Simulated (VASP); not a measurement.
Set up this calculation in VASP 6.6.1, as the native input.

```
Task                   : relaxation of cell and atoms
Functional             : PBE
Potentials or basis    : VASP PAW PBE potentials, release 64 (Ru_pv, W_sv)
Cutoff                 : 600 eV
k mesh                 : 6 × 6 × 6
Occupations            : gaussian, width 0.1 eV
Spin                   : no spin polarisation
Dipole correction      : no
Further INCAR settings : ALGO = Normal; EDIFF = 1e-07; IBRION = 2; EDIFFG = -0.04; NSW = 90; ISIF = 3
```

The structure of RuW3 lies in POSCAR:

```
RuW3
1.0
   -1.8998213628      1.8998213628      4.2437568104
    1.8998213628     -1.8998213628      4.2437568104
    1.8998213628      1.8998213628     -4.2437568104
Ru W
1 3
Direct
    0.0000000000      0.0000000000      0.0000000000
    0.5000000000      0.5000000000      0.0000000000
    0.2500000000      0.7500000000      0.5000000000
    0.7500000000      0.2500000000      0.5000000000
```

One way to write it, as run:

INCAR

```
PREC = Accurate ; ENCUT = 600
EDIFF = 1E-7 ; ISMEAR = 0
SIGMA = 0.1 ; LREAL = False
LASPH = True ; NELM = 60
ALGO = Normal ; ISIF = 3
LWAVE = False ; LCHARG = False
GGA = PE ; IBRION = 2
NSW = 90 ; EDIFFG = -0.04
```

KPOINTS

```
regular mesh
0
Gamma
  6 6 6
```

Potentials or basis: VASP PAW PBE potentials, release 64 (Ru_pv, W_sv).

Run with:

```sh
$ cat potpaw_PBE.64/Ru_pv/POTCAR potpaw_PBE.64/W_sv/POTCAR > POTCAR
$ mpirun -np 1 vasp_std > vasp.out
```

It gave:

```yaml
Relaxed_volume: 15.77 Å³/atom
Relaxed_cell: a = 4.940 Å, b = 4.940 Å, c = 4.940 Å, α = 133.12°, β = 133.12°, γ = 68.46°
Space_group_after_relaxing_to_0.05_Å: I4/mmm (No. 139)
Energy_gained_by_relaxing: 37.6 meV/atom
Ionic_steps: 10
Pressure_after_relaxing: 0.0 GPa
Band_gap_on_the_k_mesh: zero (band 28 reaches 12.71 eV, above the bottom of band 29 at 10.36 eV)
```

Caveat: the k points lie up to 0.38 Å⁻¹ apart in the final cell; spin-orbit coupling is left out, which moves the levels of the heavy elements.

Run time: 34 min on 1 thread of AMD EPYC 7R13 Processor (Zen 3), with other jobs on the host, peak memory 0.24 GiB.
